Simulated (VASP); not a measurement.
The system is SnTe.

```
Sn Te
1.0
     4.45597    0.00000    0.00000
     2.22799    3.85899    0.00000
     2.22799    1.28633    3.63829
Sn Te
1 1
Direct
  0.00000 0.00000 0.00000
  0.50000 0.50000 0.50000
```

Base run:

```yaml
Program: VASP 6.6.1
Functional: PBE
Potentials_or_basis: VASP PAW PBE potentials, release 64 (Sn_d, Te)
Cutoff: 520 eV
k_mesh: 5 × 5 × 5
Occupations: methfessel-paxton, width 0.02 eV
Spin: no spin polarisation
```

Its results: pressure 2.2 GPa.

Question: The run is repeated on the same cell with these changes: k mesh from 5 × 5 × 5 to 2 × 2 × 2. What comes out?

Answer: Pressure 5.3 GPa.

Caveats: some runs use coarse meshes.
